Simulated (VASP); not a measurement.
# MgO: single point with HSE06

Crystal: MgO.

```
Mg O
1.0
    -0.08854    2.19346    2.19346
     2.19346   -0.08854    2.19346
     2.19346    2.19346   -0.08854
Mg O
1 1
Direct
  0.99553 0.99553 0.99553
  0.25447 0.25447 0.25447
```

This cell differs from its parent crystal: strain along [111] -5.8%.

```json
{
 "Program": "VASP 6.6.1",
 "Task": "single point",
 "Functional": "HSE06",
 "Potentials or basis": "VASP PAW PBE potentials, release 64 (Mg, O)",
 "Cutoff": "520 eV",
 "k mesh": "6 × 6 × 6",
 "Occupations": "gaussian, width 0.01 eV",
 "Spin": "no spin polarisation"
}
```

| Quantity | Value |
| --- | --- |
| Pressure | 8.2 GPa |
| Band gap on the k mesh | 5.35 eV |

Stress tensor (GPa, compression positive):
```
8.21 3.11 3.11
3.11 8.21 3.11
3.11 3.11 8.21
```

Levels at points of the mesh, in eV from the valence-band top:
```tsv
k point	band 1	band 2	band 3	band 4	band 5	band 6	band 7	band 8	band 9
(0.00, 0.00, 0.00)	-17.80	-0.34	-0.34	0.00	5.35	18.69	18.69	20.49	22.38
(0.50, 0.00, 0.00)	-17.03	-3.68	-0.45	-0.29	10.79	11.77	16.47	17.58	22.38
(0.50, 0.50, 0.00)	-16.76	-3.07	-1.26	-0.88	7.80	13.54	16.97	19.01	19.84
(0.50, 0.50, 0.50)	-16.90	-3.50	-0.64	-0.64	10.85	11.99	16.14	16.14	22.32
```

It took 14 min on 1 thread of Intel(R) Xeon(R) Platinum 8488C (Sapphire Rapids), with other jobs on the host, peak memory 0.25 GiB.

Caveat: the cell differs from its parent crystal (strain along [111] -5.8%); the cell stands under pressure; the structure was generated, so it needn't be the stable form of MgO; the PAW data sets were made with another functional, which shifts forces and pressure a little.
